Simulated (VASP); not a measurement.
# RbPbF5 (P1) in VASP: single point with PBEsol

Aim: the single point of RbPbF5 with PBEsol.

Everything below comes from runs of VASP 6.6.1. Logs are shortened: lines on timing, memory, paths and dates and some standing lists are left out, and cuts for length are marked.

## 1. The cell of the first run

The typed cell holds 7 atoms: a = 4.248 Å, b = 4.254 Å, c = 6.590 Å, α = 81.04°, β = 79.97°, γ = 82.61°.

## 2. Single point, PBEsol

INCAR reads:

```
PREC = Accurate
ENCUT = 520
EDIFF = 1E-7
ISMEAR = -1
SIGMA = 0.05
LREAL = F
LASPH = T
NELM = 80
ALGO = Normal
ISIF = 2
LWAVE = F
LCHARG = T
GGA = PS
LELF = T
LVHAR = T
NBANDS = 38
```

KPOINTS reads:

```
Automatic mesh
0
Gamma
  4 4 4
```

POSCAR reads:

```
RbPbF5
1.0
    4.2263887287      0.2653812822      0.3340427318
    0.2603251708      4.2357305757      0.2978132707
    0.6026401560      0.5339529386      6.5404966454
Rb Pb F
1 1 5
Direct
    0.0594103668      0.0735795197      0.4559398484
    0.6559396324      0.6435707008     -0.0020552100
   -0.2971218387      0.1199064336      0.0863416287
    0.4575719542     -0.0339528539      0.7758509905
   -0.0664320387      0.5143858960      0.7303289703
    0.5676582718     -0.4125447411      0.3202119669
    0.1436564054      0.5681149167      0.0863441503
```

Potentials or basis: VASP PAW PBE potentials, release 64 (Rb_sv, Pb_d, F).

Command:

```sh
$ cat potpaw_PBE.64/Rb_sv/POTCAR potpaw_PBE.64/Pb_d/POTCAR potpaw_PBE.64/F/POTCAR > POTCAR
$ mpirun -np 1 vasp_std > vasp.out
```

OUTCAR:

```text
PREC = Accurate
   ENCUT = 520
   EDIFF = 1E-7
   ISMEAR = -1
   LREAL = F
   LASPH = T
   NELM = 80
   ISIF = 2
   GGA = PS

 ion  position               nearest neighbor table
   1  0.059  0.074  0.456-   5 2.74   5 2.80   4 2.87   6 2.91   7 2.96   6 2.97   4 3.05   3 3.05
                             6 3.19   3 3.33   6 3.43   7 3.44   2 3.96   2 4.05   2 4.09   2 4.25
   2  0.656  0.644  0.998-   5 2.05   4 2.06   6 2.07   7 2.20   3 2.21   7 2.22   3 2.24   1 3.96
                             1 4.05   1 4.09   1 4.25   1 4.44   1 4.59   1 4.74
   3  0.703  0.120  0.086-   2 2.21   2 2.24   1 3.05   1 3.33
   4  0.458  0.966  0.776-   2 2.06   1 2.87   1 3.05
   5  0.934  0.514  0.730-   2 2.05   1 2.74   1 2.80
   6  0.568  0.587  0.320-   2 2.07   1 2.91   1 2.97   1 3.19   1 3.43
   7  0.144  0.568  0.086-   2 2.20   2 2.22   1 2.96   1 3.44

  LATTYP: Found a triclinic cell.
 ALAT       =     5.6120091083
 B/A-ratio  =     0.7569244540
 C/A-ratio  =     1.7671514015
 COS(alpha) =     0.0053622159
 COS(beta)  =     0.5759549165
 COS(gamma) =     0.6594457545

  Lattice vectors:

 A1 = (   3.9660635579,  -3.9703492935,   0.0362294611)
 A2 = (   4.2263887287,   0.2653812822,   0.3340427318)
 A3 = (   0.0819898144,  -7.9375082128,   5.9448701040)

Analysis of symmetry for initial positions (statically):
=====================================================================
 Subroutine PRICEL returns:
 Original cell was already a primitive cell.

 Routine SETGRP: Setting up the symmetry group for a
 triclinic supercell.

 Subroutine GETGRP returns: Found  1 space group operations
 (whereof  1 operations were pure point group operations)
 out of a pool of  2 trial point group operations.

The static configuration has the point symmetry C_1 .

Analysis of symmetry for dynamics (positions and initial velocities):
=====================================================================
 Subroutine PRICEL returns:
 Original cell was already a primitive cell.

 Routine SETGRP: Setting up the symmetry group for a
 triclinic supercell.

 Subroutine GETGRP returns: Found  1 space group operations
 (whereof  1 operations were pure point group operations)
 out of a pool of  2 trial point group operations.

The dynamic configuration has the point symmetry C_1 .

 Subroutine INISYM returns: Found  1 space group operations
 (whereof  1 operations are pure point group operations),
 and found     1 'primitive' translations

----------------------------------------------------------------------------------------

                                     Primitive cell

  volume of cell :     115.2044

  direct lattice vectors                    reciprocal lattice vectors
     4.226388729  0.265381282  0.334042732     0.239094714 -0.013221558 -0.020950762
     0.260325171  4.235730576  0.297813271    -0.013518253  0.238197269 -0.018200375
     0.602640156  0.533952939  6.540496645    -0.011595746 -0.010170748  0.154792337

  length of vectors
     4.247866930  4.254159782  6.589869291     0.240374762  0.239273767  0.155558906

  position of ions in fractional coordinates (direct lattice)
     0.059410367  0.073579520  0.455939848
     0.655939632  0.643570701  0.997944790
     0.702878161  0.119906434  0.086341629
     0.457571954  0.966047146  0.775850990
     0.933567961  0.514385896  0.730328970
     0.567658272  0.587455259  0.320211967
     0.143656405  0.568114917  0.086344150

  ion indices of the primitive-cell ions
   primitive index   ion index
                 1           1
                 2           2
                 3           3
                 4           4
                 5           5
                 6           6
                 7           7

----------------------------------------------------------------------------------------

 KPOINTS: Automatic mesh

Automatic generation of k-mesh.
 Grid dimensions read from file:
 generate k-points for:    4    4    4

 Generating k-lattice:

  Cartesian coordinates                     Fractional coordinates (reciprocal lattice)
     0.059773678 -0.003305389 -0.005237690     0.250000000 -0.000000000 -0.000000000
    -0.003379563  0.059549317 -0.004550094    -0.000000000  0.250000000 -0.000000000
    -0.002898936 -0.002542687  0.038698084    -0.000000000 -0.000000000  0.250000000

  Length of vectors
     0.060093690  0.059818442  0.038889726

  Shift w.r.t. Gamma in fractional coordinates (k-lattice)
     0.000000000  0.000000000  0.000000000

 Subroutine IBZKPT returns following result:
 ===========================================

 Found     36 irreducible k-points:

 Following reciprocal coordinates:
            Coordinates               Weight
  0.000000  0.000000  0.000000      1.000000
  0.250000 -0.000000 -0.000000      2.000000
  0.500000 -0.000000 -0.000000      1.000000
 -0.000000  0.250000  0.000000      2.000000
  0.250000  0.250000  0.000000      2.000000
  0.500000  0.250000 -0.000000      2.000000
[... 16 lines left out ...]
  0.000000 -0.250000  0.250000      2.000000
  0.250000 -0.250000  0.250000      2.000000
 [... further k-points ...]
   k-points           NKPTS =     36   k-points in BZ     NKDIM =     36   number of bands    NBANDS=     38
   number of dos      NEDOS =    301   number of ions     NIONS =      7
   total plane-waves  NPLWV =  51200
   dimension x,y,z NGX =    32 NGY =   32 NGZ =   50
   dimension x,y,z NGXF=    64 NGYF=   64 NGZF=  100
   ions per type =               1   1   5
   NGX,Y,Z   is equivalent  to a cutoff of  12.52, 12.51, 12.61 a.u.
   NGXF,Y,Z  is equivalent  to a cutoff of  25.05, 25.01, 25.23 a.u.
 SYSTEM =  unknown system
   PREC   = accura    normal or accurate (medium, high low for compatibility)
   ISTART =      0    job   : 0-new  1-cont  2-samecut
   ICHARG =      2    charge: 1-file 2-atom 10-const
   ISPIN  =      1    spin polarized calculation?
   LNONCOLLINEAR =      F non collinear calculations
   LSORBIT =      F    spin-orbit coupling
   LASPH  =      T    aspherical Exc in radial PAW
   ENCUT  =  520.0 eV  38.22 Ry    6.18 a.u.   7.90  7.91 12.25*2*pi/ulx,y,z
   NELM   =     80;   NELMIN=  2; NELMDL= -5     # of ELM steps
   EDIFF  = 0.1E-06   stopping-criterion for ELM
   LREAL  =      F    real-space projection
   EDIFFG = 0.1E-05   stopping-criterion for IOM
   NSW    =      0    number of steps for IOM
   IBRION =     -1    ionic relax: 0-MD 1-quasi-New 2-CG
   NFREE  =      0    steps in history (QN), initial steepest desc. (CG)
   ISIF   =      2    stress and relaxation
   ISYM   =      2    0-nonsym 1-usesym 2-fastsym
   POTIM  = 0.5000    time-step for ionic-motion
   TEBEG  =    0.0;   TEEND  =   0.0 temperature during run
   PSTRESS=    0.0 pullay stress
   NELECT =      58.0000    total number of electrons
   NUPDOWN=      -1.0000    fix difference up-down
   EMIN   =  10.00;   EMAX   =-10.00  energy-range for DOS
   EFERMI =   0.00;   METHOD = LEGACY
   ISMEAR =    -1;   SIGMA  =   0.05  broadening in eV -4-tet -1-fermi 0-gaus
   EFERMI_NEDOS =   21; number of points for ismear=-14 and -15
   IALGO  =     38    algorithm
   IMIX   =      4    mixing-type and parameters
     AMIX     =   0.40;   BMIX     =  1.00
     AMIX_MAG =   1.60;   BMIX_MAG =  1.00
  volume/ion in A,a.u.               =      16.46       111.06
  Fermi-wavevector in a.u.,A,eV,Ry     =   1.302350  2.461085 23.077062  1.696116
  Thomas-Fermi vector in A             =   2.433424
   LORBIT       =      0    0 simple, 1 ext, 2 COOP (PROOUT), +10 PAW based schemes
   GGA     = PS    functional components
   LHFCALC =     F    Hartree Fock is set to
   AEXX    =    0.0000 exact exchange contribution
   IVDW    =     0    specifies the selected vdW correction
   LEPSILON=     F    determine dielectric tensor
   LRPA    =     F    only Hartree local field effects (RPA)
 non-spin polarized calculation
  energy-cutoff  :      520.00
  volume of cell :      115.20
 maximum number of plane-waves:      3122
   NGX = 15   NGY = 15   NGZ = 25

 number of electron      57.9999997 magnetization

 Free energy of the ion-electron system (eV)
  ---------------------------------------------------
  ext. energy  EPLUGINS =         0.00000000
  ---------------------------------------------------
  free energy    TOTEN  =       -30.25686236 eV

  energy without entropy =      -30.25686236  energy(sigma->0) =      -30.25686236

 E-fermi :  -0.5212     XC(G=0):  -9.2202

 val. band max:       -1.5781895451   @ k =   0.5000   0.5000   0.5000
 cond. band min:       0.4472823210   @ k =   0.0000   0.0000   0.0000
 fundamental gap:      2.0254718661
 Fermi energy:        -0.5212346553

 k-point     1 :       0.0000    0.0000    0.0000
  band No.  band energies     occupation
      1     -23.7229      2.00000
      2     -22.4939      2.00000
      3     -22.0404      2.00000
      4     -21.6273      2.00000
      5     -21.4835      2.00000
      6     -21.2935      2.00000
[... 30 lines left out ...]
     37      11.3157      0.00000
     38      11.4086      0.00000

 k-point     2 :       0.2500   -0.0000   -0.0000
  band No.  band energies     occupation
      1     -23.7000      2.00000
      2     -22.3984      2.00000
      3     -22.0437      2.00000
      4     -21.6439      2.00000
      5     -21.4673      2.00000
      6     -21.3192      2.00000
[... 30 lines left out ...]
     37      11.0469      0.00000
     38      11.5123      0.00000

 k-point     3 :       0.5000   -0.0000   -0.0000
  band No.  band energies     occupation
      1     -23.6772      2.00000
      2     -22.2894      2.00000
      3     -22.0516      2.00000
      4     -21.6676      2.00000
      5     -21.4419      2.00000
      6     -21.3525      2.00000
[... 30 lines left out ...]
     37      10.9851      0.00000
[... 781 lines left out ...]
 k-point    23 :       0.0000   -0.2500    0.2500
  band No.  band energies     occupation
      1     -23.6900      2.00000
      2     -22.4289      2.00000
      3     -22.0272      2.00000
      4     -21.6395      2.00000
      5     -21.4734      2.00000
      6     -21.3225      2.00000
[... 30 lines left out ...]
     37      11.1258      0.00000
     38      11.4485      0.00000

 k-point    24 :       0.2500   -0.2500    0.2500
  band No.  band energies     occupation
      1     -23.6728      2.00000
      2     -22.2921      2.00000
      3     -22.0562      2.00000
      4     -21.6622      2.00000
      5     -21.4564      2.00000
      6     -21.3509      2.00000
[... 30 lines left out ...]
     37      10.8943      0.00000
     38      11.2808      0.00000

 [... further k-points ...]
[... 5 lines left out ...]
  --------------------------------------------------------------------------------------
  -------------------------------------------------------------------------------------
  Total       -0.0181045     -0.0085311      0.2007719     -0.0560063     -0.0317238     -0.0169798
  in kB       -0.2517845     -0.1186446      2.7921861     -0.7788936     -0.4411906     -0.2361429
  external PRESSURE =       0.8072523 kB  Pullay stress =       0.0000000 kB

 VOLUME and BASIS-vectors are now :
 -----------------------------------------------------------------------------
  energy-cutoff  :      520.00
  volume of cell :      115.20
      direct lattice vectors                 reciprocal lattice vectors
     4.226388729  0.265381282  0.334042732     0.239094714 -0.013221558 -0.020950762
     0.260325171  4.235730576  0.297813271    -0.013518253  0.238197269 -0.018200375
     0.602640156  0.533952939  6.540496645    -0.011595746 -0.010170748  0.154792337

 POSITION                                       TOTAL-FORCE (eV/Angst)
 -----------------------------------------------------------------------------------
      0.54501      0.57088      3.02383         0.000704      0.003675     -0.007127
      3.54120      3.43292      6.93783         0.003969     -0.011811      0.036988
      3.05388      0.74052      0.83522         0.003233     -0.007321      0.010392
      2.65292      4.62761      5.51500        -0.036177      0.049390     -0.057077
      4.51965      2.81651      5.24176         0.036994     -0.026335     -0.062802
      2.74505      2.80993      2.45892        -0.005119     -0.003595      0.070951
      0.80708      2.49061      0.78191        -0.003604     -0.004004      0.008675
 -----------------------------------------------------------------------------------
    total drift:                                0.000144     -0.000874      0.000959

  FREE ENERGIE OF THE ION-ELECTRON SYSTEM (eV)
  ---------------------------------------------------
  free  energy   TOTEN  =       -30.2568623621 eV

  energy  without entropy=      -30.2568623617  energy(sigma->0) =      -30.25686236
```

Run time: 60 s. Hardware: 1 thread of Intel Xeon 6975P-C (Granite Rapids), shared host; peak memory 0.3 GiB.

What came out:

| Quantity | Value |
| --- | --- |
| Free energy | -30.2569 eV |
| Pressure | 0.1 GPa |
| Largest force | 0.084 eV/Å |
| Band gap on the k mesh | 2.03 eV (least direct gap 2.07 eV) |

Forces on the atoms (eV/Å):
```
Rb   0.001  0.004 -0.007
Pb   0.004 -0.012  0.037
F    0.003 -0.007  0.010
F   -0.036  0.049 -0.057
F    0.037 -0.026 -0.063
F   -0.005 -0.004  0.071
F   -0.004 -0.004  0.009
```

Stress tensor (GPa, compression positive):
```
-0.03 -0.08 -0.02
-0.08 -0.01 -0.04
-0.02 -0.04  0.28
```

Caveat: the PAW data sets were made with another functional, which shifts forces and pressure a little; spin-orbit coupling is left out, which moves the levels of the heavy elements.
